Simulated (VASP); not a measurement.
Set up this calculation in VASP 6.6.1, as the native input.

| Quantity | Value |
| --- | --- |
| Task | single point |
| Functional | PBEsol |
| Potentials or basis | VASP PAW PBE potentials, release 64 (Sc_sv, Al) |
| Cutoff | 520 eV |
| k mesh | 14 × 14 × 14 |
| Occupations | gaussian, width 0.15 eV |
| Spin | no spin polarisation |
| Dipole correction | no |
| Further INCAR settings | ALGO = Fast; EDIFF = 1e-06; NBANDS = 18 |

The structure of ScAl3 lies in POSCAR:

```
ScAl3
1.0
    4.1225083522     -0.4411540303     -0.4411540303
   -0.4411540303      4.1225083522     -0.4411540303
   -0.4411540303     -0.4411540303      4.1225083522
Sc Al
1 3
Direct
    0.0000000000      0.0000000000      0.0000000000
    0.5000000000      0.0000000000      0.5000000000
    0.0000000000      0.5000000000      0.5000000000
    0.5000000000      0.5000000000      0.0000000000
```

This cell differs from its parent crystal: ratio of the length along [111] to the lengths across it x 0.71, volume and fractional coordinates fixed.

The input as run:

INCAR

```
SYSTEM = ScAl3
ALGO = Fast ; EDIFF = 1E-6
ENCUT = 520 ; GGA = PS
ISIF = 2 ; ISMEAR = 0
LASPH = .True. ; LCHARG = .False.
LREAL = .False. ; LWAVE = .False.
NBANDS = 18 ; NELM = 100
PREC = Accurate ; SIGMA = 0.15
```

KPOINTS

```
k-points
0
Gamma
  14 14 14
  0 0 0
```

Potentials or basis: VASP PAW PBE potentials, release 64 (Sc_sv, Al).

Run with:

```bash
$ cat potpaw_PBE.64/Sc_sv/POTCAR potpaw_PBE.64/Al/POTCAR > POTCAR
$ mpirun -np 1 vasp_std > vasp.out
```

Results of the run:

```
Pressure               : 10.8 GPa
Band gap on the k mesh : zero (band 10 reaches 7.59 eV, above the bottom of band 11 at 6.50 eV)
```

Caveat: the PAW data sets were made with another functional, which shifts forces and pressure a little.

It took 4 min on 1 thread of Intel Xeon 6975P-C (shared host), peak memory 0.43 GiB.
